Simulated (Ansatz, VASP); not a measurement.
# LiCl in VASP and in Ansatz

```
Li Cl
1.0
     3.93366    0.00000    0.00000
    -1.96683    3.40665    0.00000
     0.00000    0.00000    6.23742
Li Cl
2 2
Direct
  0.33333 0.66667 0.81660
  0.66667 0.33333 0.31660
  0.66667 0.33333 0.93345
  0.33333 0.66667 0.43345
```

Change from the starting cell: the structure that the rattled cell fell into.

Alike in both runs: task single point; functional PBE; k mesh 6 × 6 × 4; occupations gaussian, width 0.1 eV; no spin polarisation.

|  | VASP | Ansatz |
| --- | --- | --- |
| version | VASP 6.6.1 | Ansatz 0.2.0 |
| potentials or method | VASP PAW PBE potentials, release 64 (Li_sv, Cl), cutoff 520 eV | scalar-relativistic, plane waves, PAW |
| valence electrons in the cell | 20 | 20 |

VASP gave:

```
gap on the k mesh at the Fermi level (eV) : 5.93
least direct gap on the mesh (eV)         : 5.93
```

**Question.** Estimate Ansatz's values.

**Answer.** gap on the k mesh at the Fermi level (eV): 5.92; least direct gap on the mesh (eV): 5.92.

Noted on VASP's run: the cutoff is under 1.25 times that of the potentials, so the pressure is a little rough.
